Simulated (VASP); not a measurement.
# Ta in VASP: further runs, part 2 of 3

VASP 6.6.1.

### 3 Single point, PBEsol (normal strain along x +0.0000, normal strain along z -0.1500)

Input file INCAR:

```
SYSTEM = Ta
PREC     = Accurate       ! precision mode
ENCUT    = 520            ! plane-wave cutoff, eV
EDIFF    = 1E-6           ! SCF threshold, eV
ISMEAR   = 0              ! smearing method
SIGMA    = 0.15           ! smearing width, eV
LREAL    = .False.        ! projectors in reciprocal space
LASPH    = .True.         ! aspherical terms in the spheres
NELM     = 60             ! most SCF steps
ALGO     = Normal         ! electronic algorithm
ISIF     = 2              ! what is computed and relaxed
LWAVE    = .False.        ! write WAVECAR
LCHARG   = .False.        ! write CHGCAR
GGA      = PS             ! functional
NBANDS   = 12             ! bands
```

Input file KPOINTS:

```
Automatic mesh
0
Gamma
  20 20 20
  0 0 0
```

Input file POSCAR:

```
Ta
1.0
   -1.6402286350      1.6402286350      1.3941943397
    1.6402286350     -1.6402286350      1.3941943397
    1.6402286350      1.6402286350     -1.3941943397
Ta
1
Direct
    0.0000000000      0.0000000000      0.0000000000
```

Potentials or basis: VASP PAW PBE potentials, release 64 (Ta_pv).

Started as:

```console
$ cat potpaw_PBE.64/Ta_pv/POTCAR > POTCAR
$ mpirun -np 1 vasp_std > vasp.out
```

OUTCAR:

```text
SYSTEM = Ta
   PREC = Accurate
   ENCUT = 520
   EDIFF = 1E-6
   ISMEAR = 0
   LREAL = .False.
   LASPH = .True.
   NELM = 60
   ISIF = 2
   GGA = PS

 ion  position               nearest neighbor table
   1  0.000  0.000  0.000-

  LATTYP: Found a body centered tetragonal cell.
 ALAT       =     3.2804572700
 C/A-ratio  =     0.8500000000

  Lattice vectors:

 A1 = (  -1.6402286350,   1.6402286350,   1.3941943397)
 A2 = (   1.6402286350,  -1.6402286350,   1.3941943397)
 A3 = (   1.6402286350,   1.6402286350,  -1.3941943397)

Analysis of symmetry for initial positions (statically):
=====================================================================
 Subroutine PRICEL returns:
 Original cell was already a primitive cell.

 Routine SETGRP: Setting up the symmetry group for a
 body centered tetragonal supercell.

 Subroutine GETGRP returns: Found 16 space group operations
 (whereof 16 operations were pure point group operations)
 out of a pool of 16 trial point group operations.

The static configuration has the point symmetry D_4h.

Analysis of symmetry for dynamics (positions and initial velocities):
=====================================================================
 Subroutine PRICEL returns:
 Original cell was already a primitive cell.

 Routine SETGRP: Setting up the symmetry group for a
 body centered tetragonal supercell.

 Subroutine GETGRP returns: Found 16 space group operations
 (whereof 16 operations were pure point group operations)
 out of a pool of 16 trial point group operations.

The dynamic configuration has the point symmetry D_4h.

 Subroutine INISYM returns: Found 16 space group operations
 (whereof 16 operations are pure point group operations),
 and found     1 'primitive' translations

----------------------------------------------------------------------------------------

                                     Primitive cell

  volume of cell :      15.0035

  direct lattice vectors                    reciprocal lattice vectors
    -1.640228635  1.640228635  1.394194340     0.000000000  0.304835551  0.358630060
     1.640228635 -1.640228635  1.394194340     0.304835551  0.000000000  0.358630060
     1.640228635  1.640228635 -1.394194340     0.304835551  0.304835551  0.000000000

  length of vectors
     2.706377248  2.706377248  2.706377248     0.470680607  0.470680607  0.431102571

  position of ions in fractional coordinates (direct lattice)
     0.000000000  0.000000000  0.000000000

  ion indices of the primitive-cell ions
   primitive index   ion index
                 1           1

----------------------------------------------------------------------------------------

 KPOINTS: Automatic mesh

Automatic generation of k-mesh.
 Grid dimensions read from file:
 generate k-points for:   20   20   20

 Generating k-lattice:

  Cartesian coordinates                     Fractional coordinates (reciprocal lattice)
     0.000000000  0.015241778  0.017931503     0.050000000  0.000000000 -0.000000000
     0.015241778  0.000000000  0.017931503     0.000000000  0.050000000 -0.000000000
     0.015241778  0.015241778  0.000000000     0.000000000  0.000000000  0.050000000

  Length of vectors
     0.023534030  0.023534030  0.021555129

  Shift w.r.t. Gamma in fractional coordinates (k-lattice)
     0.000000000  0.000000000  0.000000000

 Subroutine IBZKPT returns following result:
 ===========================================

 Found    641 irreducible k-points:

 Following reciprocal coordinates:
            Coordinates               Weight
  0.000000  0.000000  0.000000      1.000000
  0.050000 -0.000000  0.000000      8.000000
  0.100000 -0.000000  0.000000      8.000000
  0.150000  0.000000 -0.000000      8.000000
  0.200000 -0.000000  0.000000      8.000000
  0.250000  0.000000 -0.000000      8.000000
[... 16 lines left out ...]
 -0.400000  0.050000  0.000000     16.000000
 -0.350000  0.050000  0.000000     16.000000
 [... further k-points ...]
   k-points           NKPTS =    641   k-points in BZ     NKDIM =    641   number of bands    NBANDS=     12
   number of dos      NEDOS =    301   number of ions     NIONS =      1
   total plane-waves  NPLWV =   8000
   dimension x,y,z NGX =    20 NGY =   20 NGZ =   20
   dimension x,y,z NGXF=    40 NGYF=   40 NGZF=   40
   ions per type =               1
   NGX,Y,Z   is equivalent  to a cutoff of  12.29, 12.29, 12.29 a.u.
   NGXF,Y,Z  is equivalent  to a cutoff of  24.57, 24.57, 24.57 a.u.
 SYSTEM =  Ta
   PREC   = accura    normal or accurate (medium, high low for compatibility)
   ISTART =      0    job   : 0-new  1-cont  2-samecut
   ICHARG =      2    charge: 1-file 2-atom 10-const
   ISPIN  =      1    spin polarized calculation?
   LNONCOLLINEAR =      F non collinear calculations
   LSORBIT =      F    spin-orbit coupling
   LASPH  =      T    aspherical Exc in radial PAW
   ENCUT  =  520.0 eV  38.22 Ry    6.18 a.u.   5.03  5.03  5.03*2*pi/ulx,y,z
   NELM   =     60;   NELMIN=  2; NELMDL= -5     # of ELM steps
   EDIFF  = 0.1E-05   stopping-criterion for ELM
   LREAL  =      F    real-space projection
   EDIFFG = 0.1E-04   stopping-criterion for IOM
   NSW    =      0    number of steps for IOM
   IBRION =     -1    ionic relax: 0-MD 1-quasi-New 2-CG
   NFREE  =      0    steps in history (QN), initial steepest desc. (CG)
   ISIF   =      2    stress and relaxation
   ISYM   =      2    0-nonsym 1-usesym 2-fastsym
   POTIM  = 0.5000    time-step for ionic-motion
   TEBEG  =    0.0;   TEEND  =   0.0 temperature during run
   PSTRESS=    0.0 pullay stress
   NELECT =      11.0000    total number of electrons
   NUPDOWN=      -1.0000    fix difference up-down
   EMIN   =  10.00;   EMAX   =-10.00  energy-range for DOS
   EFERMI =   0.00;   METHOD = LEGACY
   ISMEAR =     0;   SIGMA  =   0.15  broadening in eV -4-tet -1-fermi 0-gaus
   EFERMI_NEDOS =   21; number of points for ismear=-14 and -15
   IALGO  =     38    algorithm
   IMIX   =      4    mixing-type and parameters
     AMIX     =   0.40;   BMIX     =  1.00
     AMIX_MAG =   1.60;   BMIX_MAG =  1.00
  volume/ion in A,a.u.               =      15.00       101.25
  Fermi-wavevector in a.u.,A,eV,Ry     =   1.476188  2.789591 29.648881  2.179131
  Thomas-Fermi vector in A             =   2.590745
   LORBIT       =      0    0 simple, 1 ext, 2 COOP (PROOUT), +10 PAW based schemes
   GGA     = PS    functional components
   LHFCALC =     F    Hartree Fock is set to
   AEXX    =    0.0000 exact exchange contribution
   IVDW    =     0    specifies the selected vdW correction
   LEPSILON=     F    determine dielectric tensor
   LRPA    =     F    only Hartree local field effects (RPA)
 non-spin polarized calculation
 Gauss-broadening in eV      SIGMA  =   0.15
  energy-cutoff  :      520.00
  volume of cell :       15.00
 maximum number of plane-waves:       421
   NGX =  9   NGY =  9   NGZ =  9

 number of electron      11.0000004 magnetization

 Free energy of the ion-electron system (eV)
  ---------------------------------------------------
  ext. energy  EPLUGINS =         0.00000000
  ---------------------------------------------------
  free energy    TOTEN  =       -12.08129118 eV

  energy without entropy =      -12.07142980  energy(sigma->0) =      -12.07636049

 E-fermi :   7.1364     XC(G=0): -13.6876

 val. band max:        7.1349406570   @ k =   0.4000   0.4000   0.0500
 cond. band min:       7.1368390099   @ k =  -0.3500   0.3500   0.0000
 fundamental gap:      0.0018983529
 Fermi energy:         7.1363599457

 k-point     1 :       0.0000    0.0000    0.0000
  band No.  band energies     occupation
      1     -25.4315      2.00000
      2     -25.4315      2.00000
      3     -25.2839      2.00000
      4      -1.6683      2.00000
      5       6.0148      2.00000
      6       8.8242      0.00000
      7       8.8242      0.00000
      8       9.3472      0.00000
      9      13.1692      0.00000
     10      22.0195      0.00000
     11      22.0195      0.00000
     12      22.1591      0.00000
[... 331 lines left out ...]
 k-point    24 :      -0.3500    0.0500    0.0000
  band No.  band energies     occupation
      1     -26.9431      2.00000
      2     -25.9381      2.00000
      3     -25.5450      2.00000
      4       1.8736      2.00000
      5       4.7928      2.00000
      6       7.2975      0.12860
      7      11.7571      0.00000
      8      12.0478      0.00000
      9      12.9626      0.00000
     10      21.4249      0.00000
     11      22.1708      0.00000
     12      27.6807      0.00000

 [... further k-points ...]
[... 5 lines left out ...]
  --------------------------------------------------------------------------------------
  -------------------------------------------------------------------------------------
  Total        3.8060207      3.8060207      6.4063203      0.0000000     -0.0000000      0.0000000
  in kB      406.4336332    406.4336332    684.1118971      0.0000000     -0.0000000      0.0000000
  external PRESSURE =     498.9930545 kB  Pullay stress =       0.0000000 kB

 VOLUME and BASIS-vectors are now :
 -----------------------------------------------------------------------------
  energy-cutoff  :      520.00
  volume of cell :       15.00
      direct lattice vectors                 reciprocal lattice vectors
    -1.640228635  1.640228635  1.394194340     0.000000000  0.304835551  0.358630060
     1.640228635 -1.640228635  1.394194340     0.304835551  0.000000000  0.358630060
     1.640228635  1.640228635 -1.394194340     0.304835551  0.304835551  0.000000000

 POSITION                                       TOTAL-FORCE (eV/Angst)
 -----------------------------------------------------------------------------------
      0.00000      0.00000      0.00000        -0.000000      0.000000      0.000000
 -----------------------------------------------------------------------------------
    total drift:                                0.000000      0.000000      0.000000

  FREE ENERGIE OF THE ION-ELECTRON SYSTEM (eV)
  ---------------------------------------------------
  free  energy   TOTEN  =       -12.0812911785 eV

  energy  without entropy=      -12.0714298031  energy(sigma->0) =      -12.07636049
```

It took 26 s on 1 thread of Intel Xeon 6975P-C (Granite Rapids), shared host; peak memory 0.22 GiB.

Results:

| Quantity | Value |
| --- | --- |
| Free energy | -12.0813 eV |
| Pressure | 49.9 GPa |

Caveat: the cell differs from its parent crystal (normal strain along x +0.0000, normal strain along z -0.1500); the PAW data sets were made with another functional, which shifts forces and pressure a little; spin-orbit coupling is left out, which moves the levels of the heavy elements.

(Part 2 of 3 ends here.)
